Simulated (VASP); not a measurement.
Here is a VASP 6.6.1 calculation.

File INCAR:

```
PREC = Accurate
ENCUT = 520
EDIFF = 1E-6
ISMEAR = 0
SIGMA = 0.15
LREAL = F
LASPH = T
NELM = 150
ALGO = Normal
ISIF = 2
LWAVE = F
LCHARG = T
ISPIN = 2
MAGMOM = 0.75 0.75
LORBIT = 11
NUPDOWN = 1.5
LMAXMIX = 4
LELF = T
LVHAR = T
NBANDS = 26
```

The input KPOINTS:

```
regular mesh
0
Gamma
  21 21 12
```

The input POSCAR:

```
Rh
1.0
    2.6157318906      0.0000000000      0.0000000000
   -1.3078659453      2.2652902668      0.0000000000
    0.0000000000      0.0000000000      4.2117044800
Rh
2
Direct
    0.6666666667      0.3333333333      0.7500000000
    0.3333333333      0.6666666667      0.2500000000
```

Potentials or basis: VASP PAW LDA potentials, release 64 (Rh_pv).

Command:

```sh
$ cat potpaw_LDA.64/Rh_pv/POTCAR > POTCAR
$ mpirun -np 1 vasp_std > vasp.out
```

What does it give for the pressure?

28.4 GPa.

Stress tensor (GPa, compression positive):
```
28.04  0.00  0.00
 0.00 28.04  0.00
 0.00  0.00 29.17
```

Caveat: the cell stands under pressure; the total moment is fixed, so each spin has its own Fermi level and the state may be an excited one.
